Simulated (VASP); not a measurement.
ZrFe5Co14:

```
Co Fe Zr
1.0
     6.04499   -0.05876   -0.22165
    -0.05876    6.48541   -0.02456
    -0.22165   -0.02456    6.07087
Co Fe Zr
14 5 1
Direct
  0.72195 0.08800 0.16628
  0.89656 0.54420 0.74288
  0.86301 0.85371 0.44351
  0.37637 0.27506 0.23128
  0.71313 0.42326 0.36559
  0.54433 0.45616 0.95239
  0.18837 0.78386 0.59715
  0.50791 0.74095 0.29514
  0.57350 0.77032 0.68324
  0.84626 0.70519 0.08600
  0.69201 0.14452 0.77614
  0.94244 0.91051 0.87785
  0.53596 0.05303 0.46582
  0.40020 0.39516 0.63879
  0.20350 0.93099 0.25718
  0.35456 0.07013 0.90228
  0.26345 0.64581 0.96659
  0.97689 0.30612 0.05634
  0.16739 0.52335 0.30745
  0.10567 0.18905 0.56380
```

Base run:

```yaml
Program: VASP 6.6.1
Functional: PBE
Potentials_or_basis: VASP PAW PBE potentials, release 64 (Co, Fe, Zr_sv)
Cutoff: 400 eV
k_mesh: 1 × 1 × 1, shifted
Occupations: fermi-dirac, width 0.162 eV
Spin: no spin polarisation
```

Its results: pressure -3.2 GPa; largest force 4.280 eV/Å.

Task: The run is repeated on the same cell with these changes: cutoff from 400 eV to 520 eV; further incar settings from LREAL = Auto; ALGO = Normal; EDIFF = 1e-06; NBANDS = 105; ISYM = -1 to LREAL = Auto; ALGO = Normal; EDIFF = 1e-06; NBANDS = 105; ISYM = 0. What comes out?

Result: Pressure -2.7 GPa; largest force 4.281 eV/Å.

Caveats: some runs use coarse meshes; the atoms stand as in a frame of molecular dynamics; the run has no spin polarisation, though such a crystal can be magnetic.
